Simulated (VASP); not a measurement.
A run of VASP 6.6.1 is set up as follows.

File POSCAR:

```
Al
1.0
    0.0000000000      1.9646294290      1.9646294290
    1.9646294290      0.0000000000      1.9646294290
    1.9646294290      1.9646294290      0.0000000000
Al
1
Direct
    0.0000000000      0.0000000000      0.0000000000
```

Contents of INCAR.step1:

```
PREC     = Accurate       # precision mode
ENCUT    = 520            # plane-wave cutoff, eV
EDIFF    = 1E-5           # SCF threshold, eV
ISMEAR   = -1             # smearing method
SIGMA    = 0.1            # smearing width, eV
LREAL    = F              # projectors in reciprocal space
LASPH    = T              # aspherical terms in the spheres
NELM     = 100            # most SCF steps
ALGO     = Normal         # electronic algorithm
ISIF     = 2              # what is computed and relaxed
LWAVE    = T              # write WAVECAR
GGA      = PE             # functional
NBANDS   = 8              # bands
```

Contents of INCAR.step2:

```
PREC     = Accurate       # precision mode
ENCUT    = 520            # plane-wave cutoff, eV
EDIFF    = 1E-6           # SCF threshold, eV
ISMEAR   = -1             # smearing method
SIGMA    = 0.1            # smearing width, eV
LREAL    = F              # projectors in reciprocal space
LASPH    = T              # aspherical terms in the spheres
NELM     = 100            # most SCF steps
ALGO     = Normal         # electronic algorithm
ISIF     = 2              # what is computed and relaxed
LWAVE    = F              # write WAVECAR
LCHARG   = T              # write CHGCAR
GGA      = PE             # functional
LHFCALC  = T              # exact exchange
HFSCREEN = 0.2079         # screening, 1/A
PRECFOCK = Normal       
LELF     = T              # ELF
LVHAR    = T            
ISTART   = 1            
NBANDS   = 8              # bands
```

KPOINTS

```
Automatic mesh
0
Gamma
  6 6 6
```

Potentials or basis: VASP PAW PBE potentials, release 64 (Al).

Run with:

```bash
$ cat potpaw_PBE.64/Al/POTCAR > POTCAR
$ cp INCAR.step1 INCAR
$ mpirun -np 1 vasp_std > vasp.out
$ cp INCAR.step2 INCAR
$ mpirun -np 1 vasp_std > vasp.out
```

(1) What does it give for the pressure?

(2) What does it give for the band gap on the k mesh?

Results:

(1) 7.4 GPa.

(2) zero (an odd number of electrons rules out a gap without spin polarisation).

Caveat: the k points lie up to 0.46 Å⁻¹ apart, too coarse for converged energies and pressures of a metal; the PAW data sets were made with another functional, which shifts forces and pressure a little.
